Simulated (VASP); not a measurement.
Input of a VASP 6.6.1 run:

Contents of INCAR:

```
  PREC = Accurate
  ENCUT = 520
  EDIFF = 1E-6
  ISMEAR = 0
  SIGMA = 0.15
  LREAL = F
  LASPH = T
  NELM = 150
  ALGO = Fast
  ISIF = 2
  LWAVE = F
  LCHARG = F
  ISPIN = 2
  MAGMOM = 1
  LORBIT = 11
  NUPDOWN = 1.0
  LMAXMIX = 4
  GGA = PS
  NBANDS = 16
```

KPOINTS

```
regular mesh
0
Gamma
  22 22 22
```

The input POSCAR:

```
Ti
1.0
   -1.5023666344      1.5023666344      1.5023666344
    1.5023666344     -1.5023666344      1.5023666344
    1.5023666344      1.5023666344     -1.5023666344
Ti
1
Direct
    0.0000000000      0.0000000000      0.0000000000
```

Potentials or basis: VASP PAW PBE potentials, release 64 (Ti_sv).

Command:

```console
$ cat potpaw_PBE.64/Ti_sv/POTCAR > POTCAR
$ mpirun -np 1 vasp_std > vasp.out
```

What does it give for the pressure?

35.3 GPa.

Caveat: the cell stands under pressure; the PAW data sets were made with another functional, which shifts forces and pressure a little; the total moment is fixed, so each spin has its own Fermi level.
